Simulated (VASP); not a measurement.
# CuSi16H4 in VASP: single point with LDA

Aim: the single point of CuSi16H4 with LDA.

Everything below comes from runs of VASP 6.6.1. Logs are shortened: lines on timing, memory, paths and dates and some standing lists are left out, and cuts for length are marked.

### Step 1. The cell of the first run

The cell holds a slab with vacuum, 21 atoms: a = 7.679 Å, b = 7.679 Å, c = 17.419 Å, α = 90.00°, β = 90.00°, γ = 60.00°.

### Step 2. Single point, LDA, collinear spin

Contents of INCAR:

```
PREC = Accurate ; ENCUT = 520
EDIFF = 1E-6 ; ISMEAR = 0
SIGMA = 0.02 ; LREAL = Auto
LASPH = True ; NELM = 150
ALGO = Normal ; ISIF = 2
LWAVE = False ; LCHARG = True
ISPIN = 2 ; MAGMOM = 0 0 0 0 0 0 0 0 0 0 0 0 0 0 0 0 0 0 0 0 1
LORBIT = 11 ; LMAXMIX = 4
LELF = True ; LVHAR = True
NBANDS = 60
```

Contents of KPOINTS:

```
regular mesh
0
Gamma
  2 2 1
```

Contents of POSCAR:

```
CuSi16H4
1.0
    7.6791800000      0.0000000000      0.0000000000
    3.8395900000      6.6503650000      0.0000000000
    0.0000000000      0.0000000000     17.4187650000
H Si Cu
4 16 1
Direct
    0.1666667000      0.1666667000      0.0574094000
    0.6666667000      0.1666667000      0.0574094000
    0.1666667000      0.6666667000      0.0574094000
    0.6666667000      0.6666667000      0.0574094000
    0.1666667000      0.1666667000      0.1435234000
    0.6666667000      0.1666667000      0.1435234000
    0.1666667000      0.6666667000      0.1435234000
    0.6666667000      0.6666667000      0.1435234000
   -0.1640751512      0.3320385929      0.1778188516
    0.3354296303      0.3351819180      0.1881890422
   -0.1811785267      0.8405957815      0.1934544939
    0.3353791904      0.8294130876      0.1881942840
   -0.1181831078      0.3088901190      0.3055100803
    0.4125023502      0.2979399379      0.3208371582
   -0.0542924393      0.7770556195      0.3621055113
    0.4125179587      0.7894336606      0.3208576081
    0.0826182568     -0.0057160095      0.3703291089
    0.6221958209     -0.0611515087      0.3148540890
    0.0827277038      0.4229422646      0.3703522373
    0.5747908388      0.4625145867      0.3774248326
    0.8891716582      0.3065053290      0.4377341993
```

Potentials or basis: VASP PAW LDA potentials, release 64 (H, Si, Cu).

Launch:

```bash
$ cat potpaw_LDA.64/H/POTCAR potpaw_LDA.64/Si/POTCAR potpaw_LDA.64/Cu/POTCAR > POTCAR
$ mpirun -np 1 vasp_std > vasp.out
```

OUTCAR:

```text
PREC = Accurate
   ENCUT = 520
   EDIFF = 1E-6
   ISMEAR = 0
   LREAL = Auto
   LASPH = True
   NELM = 150
   ISIF = 2
   ISPIN = 2
   LORBIT = 11

 ion  position               nearest neighbor table
   1  0.167  0.167  0.057-   5 1.50
   2  0.667  0.167  0.057-   6 1.50
   3  0.167  0.667  0.057-   7 1.50
   4  0.667  0.667  0.057-   8 1.50
   5  0.167  0.167  0.144-   1 1.50   9 2.28  12 2.37  10 2.37
   6  0.667  0.167  0.144-   2 1.50   9 2.30  10 2.34  11 2.34
   7  0.167  0.667  0.144-   3 1.50  12 2.34  10 2.34  11 2.47
   8  0.667  0.667  0.144-   4 1.50   9 2.30  12 2.34  11 2.34
   9  0.836  0.332  0.178-  13 2.25   5 2.28   8 2.30   6 2.30
  10  0.335  0.335  0.188-   6 2.34   7 2.34  14 2.37   5 2.37
  11  0.819  0.841  0.193-   6 2.34   8 2.34   7 2.47  18 2.49  15 3.06
  12  0.335  0.829  0.188-   8 2.34   7 2.34  16 2.37   5 2.37
  13  0.882  0.309  0.306-   9 2.25  21 2.30  20 2.40  17 2.40  19 2.40
  14  0.413  0.298  0.321-  10 2.37  19 2.38  20 2.39  18 2.40
  15  0.946  0.777  0.362-  18 2.30  19 2.38  17 2.38  11 3.06
  16  0.413  0.789  0.321-  12 2.37  17 2.38  20 2.39  18 2.40
  17  0.083  0.994  0.370-  16 2.38  15 2.38  13 2.40  21 2.40
  18  0.622  0.939  0.315-  15 2.30  14 2.40  16 2.40  11 2.49
  19  0.083  0.423  0.370-  14 2.38  15 2.38  21 2.39  13 2.40
  20  0.575  0.463  0.377-  21 2.34  14 2.39  16 2.39  13 2.40
  21  0.889  0.307  0.438-  13 2.30  20 2.34  19 2.39  17 2.40

  LATTYP: Found a hexagonal cell.
 ALAT       =     7.6791800344
 C/A-ratio  =     2.2683105386

  Lattice vectors:

 A1 = (  -3.8395900000,  -6.6503650000,   0.0000000000)
 A2 = (   7.6791800000,   0.0000000000,   0.0000000000)
 A3 = (   0.0000000000,   0.0000000000,  17.4187650000)

Analysis of symmetry for initial positions (statically):
=====================================================================
 Subroutine PRICEL returns:
 Original cell was already a primitive cell.

 Routine SETGRP: Setting up the symmetry group for a
 hexagonal supercell.

 Subroutine GETGRP returns: Found  1 space group operations
 (whereof  1 operations were pure point group operations)
 out of a pool of 24 trial point group operations.

The static configuration has the point symmetry C_1 .

Analysis of symmetry for dynamics (positions and initial velocities):
=====================================================================
 Subroutine PRICEL returns:
 Original cell was already a primitive cell.

 Routine SETGRP: Setting up the symmetry group for a
 hexagonal supercell.

 Subroutine GETGRP returns: Found  1 space group operations
 (whereof  1 operations were pure point group operations)
 out of a pool of 24 trial point group operations.

The dynamic configuration has the point symmetry C_1 .

Analysis of structural, dynamic, and magnetic symmetry:
=====================================================================
 Subroutine PRICEL returns:
 Original cell was already a primitive cell.

 Routine SETGRP: Setting up the symmetry group for a
 hexagonal supercell.

 Subroutine GETGRP returns: Found  1 space group operations
 (whereof  1 operations were pure point group operations)
 out of a pool of 24 trial point group operations.

The overall configuration has the point symmetry C_1 .

 Subroutine INISYM returns: Found  1 space group operations
 (whereof  1 operations are pure point group operations),
 and found     1 'primitive' translations

----------------------------------------------------------------------------------------

                                     Primitive cell

  volume of cell :     889.5650

  direct lattice vectors                    reciprocal lattice vectors
     7.679180000  0.000000000  0.000000000     0.130222237 -0.075183843  0.000000000
     3.839590000  6.650365000  0.000000000     0.000000000  0.150367687  0.000000000
     0.000000000  0.000000000 17.418765000     0.000000000  0.000000000  0.057409351

  length of vectors
     7.679180000  7.679180034 17.418765000     0.150367687  0.150367687  0.057409351

  position of ions in fractional coordinates (direct lattice)
     0.166666700  0.166666700  0.057409400
     0.666666700  0.166666700  0.057409400
     0.166666700  0.666666700  0.057409400
     0.666666700  0.666666700  0.057409400
     0.166666700  0.166666700  0.143523400
     0.666666700  0.166666700  0.143523400
[... 13 lines left out ...]
     0.574790839  0.462514587  0.377424833
     0.889171658  0.306505329  0.437734199

  ion indices of the primitive-cell ions
   primitive index   ion index
                 1           1
                 2           2
                 3           3
                 4           4
                 5           5
                 6           6
[... 13 lines left out ...]
                20          20
                21          21

----------------------------------------------------------------------------------------

 KPOINTS: regular mesh

Automatic generation of k-mesh.
 Grid dimensions read from file:
 generate k-points for:    2    2    1

 Generating k-lattice:

  Cartesian coordinates                     Fractional coordinates (reciprocal lattice)
     0.065111119 -0.037591922  0.000000000     0.500000000 -0.000000000  0.000000000
     0.000000000  0.075183843  0.000000000     0.000000000  0.500000000  0.000000000
     0.000000000  0.000000000  0.057409351     0.000000000  0.000000000  1.000000000

  Length of vectors
     0.075183844  0.075183843  0.057409351

  Shift w.r.t. Gamma in fractional coordinates (k-lattice)
     0.000000000  0.000000000  0.000000000

 Subroutine IBZKPT returns following result:
 ===========================================

 Found      4 irreducible k-points:

 Following reciprocal coordinates:
            Coordinates               Weight
  0.000000  0.000000  0.000000      1.000000
  0.500000 -0.000000  0.000000      1.000000
  0.500000  0.500000  0.000000      1.000000
  0.000000  0.500000  0.000000      1.000000
   k-points           NKPTS =      4   k-points in BZ     NKDIM =      4   number of bands    NBANDS=     60
   number of dos      NEDOS =    301   number of ions     NIONS =     21
   total plane-waves  NPLWV = 504000
   dimension x,y,z NGX =    60 NGY =   60 NGZ =  140
   dimension x,y,z NGXF=   120 NGYF=  120 NGZF=  280
   ions per type =               4  16   1
   NGX,Y,Z   is equivalent  to a cutoff of  12.99, 12.99, 13.36 a.u.
   NGXF,Y,Z  is equivalent  to a cutoff of  25.98, 25.98, 26.72 a.u.
 SYSTEM =  unknown system
   PREC   = accura    normal or accurate (medium, high low for compatibility)
   ISTART =      0    job   : 0-new  1-cont  2-samecut
   ICHARG =      2    charge: 1-file 2-atom 10-const
   ISPIN  =      2    spin polarized calculation?
   LNONCOLLINEAR =      F non collinear calculations
   LSORBIT =      F    spin-orbit coupling
   LASPH  =      T    aspherical Exc in radial PAW
   ENCUT  =  520.0 eV  38.22 Ry    6.18 a.u.  14.28 14.28 32.39*2*pi/ulx,y,z
   NELM   =    150;   NELMIN=  2; NELMDL= -5     # of ELM steps
   EDIFF  = 0.1E-05   stopping-criterion for ELM
   LREAL  =      T    real-space projection
   EDIFFG = 0.1E-04   stopping-criterion for IOM
   NSW    =      0    number of steps for IOM
   IBRION =     -1    ionic relax: 0-MD 1-quasi-New 2-CG
   NFREE  =      0    steps in history (QN), initial steepest desc. (CG)
   ISIF   =      2    stress and relaxation
   ISYM   =      2    0-nonsym 1-usesym 2-fastsym
   POTIM  = 0.5000    time-step for ionic-motion
   TEBEG  =    0.0;   TEEND  =   0.0 temperature during run
   PSTRESS=    0.0 pullay stress
   NELECT =      79.0000    total number of electrons
   NUPDOWN=      -1.0000    fix difference up-down
   EMIN   =  10.00;   EMAX   =-10.00  energy-range for DOS
   EFERMI =   0.00;   METHOD = LEGACY
   ISMEAR =     0;   SIGMA  =   0.02  broadening in eV -4-tet -1-fermi 0-gaus
   EFERMI_NEDOS =   21; number of points for ismear=-14 and -15
   IALGO  =     38    algorithm
   IMIX   =      4    mixing-type and parameters
     AMIX     =   0.40;   BMIX     =  1.00
     AMIX_MAG =   1.60;   BMIX_MAG =  1.00
  volume/ion in A,a.u.               =      42.36       285.86
  Fermi-wavevector in a.u.,A,eV,Ry     =   0.730395  1.380247  7.258399  0.533477
  Thomas-Fermi vector in A             =   1.822355
   LORBIT       =     11    0 simple, 1 ext, 2 COOP (PROOUT), +10 PAW based schemes
   GGA     = CA    functional components
   LHFCALC =     F    Hartree Fock is set to
   AEXX    =    0.0000 exact exchange contribution
   IVDW    =     0    specifies the selected vdW correction
   LEPSILON=     F    determine dielectric tensor
   LRPA    =     F    only Hartree local field effects (RPA)
 spin polarized calculation
 Gauss-broadening in eV      SIGMA  =   0.02
  energy-cutoff  :      520.00
  volume of cell :      889.57
 maximum number of plane-waves:     23990
 NGX is ok and might be reduce to    60
   NGX = 29   NGY = 29   NGZ = 65

 number of electron      78.9999996 magnetization       0.0234007

 number of electron      78.9999996 magnetization      -0.0000400

 Free energy of the ion-electron system (eV)
  ---------------------------------------------------
  ext. energy  EPLUGINS =         0.00000000
  ---------------------------------------------------
  free energy    TOTEN  =      -106.56949191 eV

  energy without entropy =     -106.56949191  energy(sigma->0) =     -106.56949191

 E-fermi :  -1.0435     XC(G=0):  -4.6778

 val. band max:       -1.1546484622   @ k =   0.5000  -0.0000   0.0000
 cond. band min:      -0.8762922925   @ k =   0.5000  -0.0000   0.0000
 fundamental gap:      0.2783561697
 Fermi energy:        -1.0435393081

 spin component 1

 k-point     1 :       0.0000    0.0000    0.0000
  band No.  band energies     occupation
      1     -12.3962      1.00000
      2     -11.2055      1.00000
      3     -10.4503      1.00000
      4     -10.1712      1.00000
      5      -9.9171      1.00000
      6      -9.4687      1.00000
[... 43 lines left out ...]
     50       1.4294      0.00000
     51       1.6620      0.00000
[... 160 lines left out ...]
     50       2.2732      0.00000
     51       2.4831      0.00000
 Fermi energy:        -1.0435393081

 spin component 2

 k-point     1 :       0.0000    0.0000    0.0000
  band No.  band energies     occupation
      1     -12.3962      1.00000
      2     -11.2055      1.00000
      3     -10.4503      1.00000
      4     -10.1712      1.00000
      5      -9.9171      1.00000
      6      -9.4687      1.00000
[... 43 lines left out ...]
     50       1.4294      0.00000
     51       1.6620      0.00000
[... 160 lines left out ...]
     50       2.2731      0.00000
     51       2.4831      0.00000
 [bands above 51 left out]

------------------------ aborting loop because EDIFF is reached ----------------------------------------

  FORCE on cell =-STRESS in cart. coord.  units (eV):
  Direction    XX          YY          ZZ          XY          YZ          ZX
  --------------------------------------------------------------------------------------
  -------------------------------------------------------------------------------------
  Total       -8.3235439     -9.1536224      0.7757728     -0.6896293      0.1150838     -0.2475223
  in kB      -14.9913646    -16.4864021      1.3972285     -1.2420772      0.2072751     -0.4458073
  external PRESSURE =     -10.0268461 kB  Pullay stress =       0.0000000 kB

 VOLUME and BASIS-vectors are now :
 -----------------------------------------------------------------------------
  energy-cutoff  :      520.00
  volume of cell :      889.57
      direct lattice vectors                 reciprocal lattice vectors
     7.679180000  0.000000000  0.000000000     0.130222237 -0.075183843  0.000000000
     3.839590000  6.650365000  0.000000000     0.000000000  0.150367687  0.000000000
     0.000000000  0.000000000 17.418765000     0.000000000  0.000000000  0.057409351

 POSITION                                       TOTAL-FORCE (eV/Angst)
 -----------------------------------------------------------------------------------
      1.91980      1.10839      1.00000         0.291479     -0.168464     -0.140688
      5.75939      1.10839      1.00000        -0.006263     -0.126017     -0.139408
      3.83959      4.43358      1.00000        -0.229808      0.132495     -0.037017
      7.67918      4.43358      1.00000         0.105493      0.067630     -0.139294
      1.91980      1.10839      2.50000         0.518667     -0.298208      0.052456
      5.75939      1.10839      2.50000        -0.305222      0.014469     -0.333752
[... 13 lines left out ...]
      6.18979      3.07589      6.57427        -0.016963      0.012254      0.003410
      8.00496      2.03837      7.62479        -0.015844     -0.011024      0.049473
 -----------------------------------------------------------------------------------
    total drift:                               -0.003178      0.003971     -0.005031

  FREE ENERGIE OF THE ION-ELECTRON SYSTEM (eV)
  ---------------------------------------------------
  free  energy   TOTEN  =      -106.5694919138 eV

  energy  without entropy=     -106.5694919138  energy(sigma->0) =     -106.56949191

 total charge

# of ion       s       p       d       tot
------------------------------------------
    1        0.541   0.014   0.000   0.555
    2        0.542   0.014   0.000   0.556
    3        0.537   0.014   0.000   0.551
    4        0.542   0.014   0.000   0.556
    5        0.746   0.982   0.000   1.729
    6        0.748   0.990   0.000   1.738
[... 13 lines left out ...]
   20        0.777   0.893   0.000   1.669
   21        0.472   0.318   9.221  10.011
--------------------------------------------------
tot         14.808  15.240   9.221  39.270

 magnetization (x)

# of ion       s       p       d       tot
------------------------------------------
    1       -0.000  -0.000   0.000  -0.000
    2        0.000  -0.000   0.000   0.000
    3       -0.000  -0.000   0.000  -0.000
    4        0.000  -0.000   0.000   0.000
    5        0.000  -0.000   0.000   0.000
    6        0.000  -0.000   0.000  -0.000
[... 13 lines left out ...]
   20        0.000   0.000   0.000   0.000
   21       -0.000  -0.000  -0.000  -0.000
--------------------------------------------------
tot          0.000   0.000  -0.000   0.000
```

Wall time 17 min (1 thread of Intel Xeon Platinum 8488C (Sapphire Rapids), shared host); peak memory 0.96 GiB.

What came out:

```
Free energy                                           : -106.5695 eV
Largest force                                         : 1.064 eV/Å
Net moment                                            : 0.00 μB per cell
Valence electrons inside the program's atomic spheres : H 0.56, 0.55 (each value once); Si 1.73, 1.74, 1.70, 1.77, 1.71, 1.67, 1.66, 1.63, 1.64 (each value once); Cu 10.01
```

Forces on the atoms (eV/Å):
```
H    0.291 -0.168 -0.141
H   -0.006 -0.126 -0.139
H   -0.230  0.132 -0.037
H    0.105  0.068 -0.139
Si   0.519 -0.298  0.052
Si  -0.305  0.014 -0.334
Si  -0.207  0.118  1.037
Si  -0.166  0.258 -0.330
Si  -0.005  0.002 -0.001
Si  -0.008 -0.002  0.000
Si   0.002 -0.001 -0.004
Si  -0.001  0.007  0.000
Si   0.006  0.002 -0.018
Si   0.008  0.005  0.001
Si   0.001  0.000  0.002
Si  -0.001 -0.009  0.001
Si   0.007 -0.010  0.003
Si   0.000  0.000  0.001
Si   0.024  0.005 -0.005
Si  -0.017  0.012  0.003
Cu  -0.016 -0.011  0.049
```

Levels at points of the mesh, in eV from the Fermi level:
Spin up:
```tsv
k point	band 35	band 36	band 37	band 38	band 39	band 40	band 41	band 42	band 43	band 44
(0.00, 0.00, 0.00)	-0.60	-0.56	-0.40	-0.36	-0.16	0.36	0.75	1.13	1.24	1.44
(0.50, 0.00, 0.00)	-1.36	-0.80	-0.57	-0.52	-0.11	0.17	0.61	1.56	1.74	2.17
(0.50, 0.50, 0.00)	-1.27	-1.16	-0.76	-0.45	-0.29	-0.15	1.49	1.66	2.03	2.16
(0.00, 0.50, 0.00)	-1.27	-1.16	-0.75	-0.45	-0.29	-0.15	1.49	1.66	2.03	2.16
```
Spin down:
```csv
k point,band 36,band 37,band 38,band 39,band 40,band 41,band 42,band 43
"(0.00, 0.00, 0.00)",-0.56,-0.40,-0.36,-0.16,0.36,0.75,1.13,1.24
"(0.50, 0.00, 0.00)",-0.80,-0.57,-0.52,-0.11,0.17,0.61,1.56,1.74
"(0.50, 0.50, 0.00)",-1.16,-0.76,-0.45,-0.29,-0.15,1.49,1.66,2.03
"(0.00, 0.50, 0.00)",-1.16,-0.75,-0.45,-0.29,-0.15,1.49,1.66,2.03
```

Caveat: the k points lie up to 0.47 Å⁻¹ apart; there is no dipole correction, which matters where the two faces differ.
